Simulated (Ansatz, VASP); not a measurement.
**One calculation of BaF2, two programs**

POSCAR

```
BaF2
1.0
    0.0000000000      3.0660723878      3.0660723878
    3.0660723878      0.0000000000      3.0660723878
    3.0660723878      3.0660723878      0.0000000000
Ba F
1 2
Direct
    0.0000000000      0.0000000000      0.0000000000
    0.2500000000      0.2500000000      0.2500000000
    0.7500000000      0.7500000000      0.7500000000
```

INCAR.step1

```
SYSTEM = BaF2
ALGO     = Normal         ! electronic algorithm
EDIFF    = 1E-5           ! SCF threshold, eV
ENCUT    = 660            ! plane-wave cutoff, eV
GGA      = PE             ! functional
GGA_COMPAT= .False.      
ISMEAR   = 0              ! smearing method
LASPH    = .True.         ! aspherical terms in the spheres
LCHARG   = .False.        ! write CHGCAR
LREAL    = .False.        ! projectors in reciprocal space
LWAVE    = .True.         ! write WAVECAR
NBANDS   = 19             ! bands
NELM     = 120            ! most SCF steps
PREC     = Accurate       ! precision mode
SIGMA    = 0.02           ! smearing width, eV
```

The input INCAR.step2:

```
SYSTEM = BaF2
ALGO     = Normal         ! electronic algorithm
EDIFF    = 1E-6           ! SCF threshold, eV
ENCUT    = 660            ! plane-wave cutoff, eV
GGA_COMPAT= .False.      
ISIF     = 2              ! what is computed and relaxed
ISMEAR   = 0              ! smearing method
ISTART   = 1            
LASPH    = .True.         ! aspherical terms in the spheres
LCHARG   = .False.        ! write CHGCAR
LMIXTAU  = .True.       
LREAL    = .False.        ! projectors in reciprocal space
LWAVE    = .False.        ! write WAVECAR
METAGGA  = R2SCAN         ! meta-GGA
NBANDS   = 19             ! bands
NELM     = 120            ! most SCF steps
PREC     = Accurate       ! precision mode
SIGMA    = 0.02           ! smearing width, eV
```

Contents of KPOINTS:

```
k-points
0
Gamma
  6 6 6
  0 0 0
```

Input for Ansatz:

```yaml
crystal:
  lattice:
    - [0.0, 3.0660723886, 3.0660723886]
    - [3.0660723886, 0.0, 3.0660723886]
    - [3.0660723886, 3.0660723886, 0.0]
  atoms:
    - { symbol: Ba, position: [0.0, 0.0, 0.0] }
    - { symbol: F, position: [0.25, 0.25, 0.25] }
    - { symbol: F, position: [0.75, 0.75, 0.75] }
basis:
  ecutwfc: 500
kpoints:
  mp_grid: { grid: [6, 6, 6] }
hamiltonian:
  xc: r2scan
scf:
  occupations: { method: gaussian, width: 0.02 }
output:
  forces: true
  stress: true
  eigenvalues: true
```

Alike in both runs: task single point; functional r2SCAN; k mesh 6 × 6 × 6; occupations gaussian, width 0.02 eV; no spin polarisation.

```csv
,VASP,Ansatz
version,VASP 6.6.1,Ansatz 0.2.0
potentials or method,"VASP PAW PBE potentials, release 64 (Ba_sv, F), cutoff 660 eV","scalar-relativistic, plane waves, PAW"
valence electrons in the cell,24,24
```

VASP gave:

| Quantity | Value |
| --- | --- |
| gap on the k mesh at the Fermi level (eV) | 7.49 |
| least direct gap on the mesh (eV) | 7.57 |
| pressure (GPa) | 3.0 |

Question: Which values does Ansatz return?

Answer: gap on the k mesh at the Fermi level (eV): 7.57; least direct gap on the mesh (eV): 7.67; pressure (GPa): 2.0.

VASP's potentials were made for PBE, not for r2SCAN.

Spin-orbit coupling is off throughout.
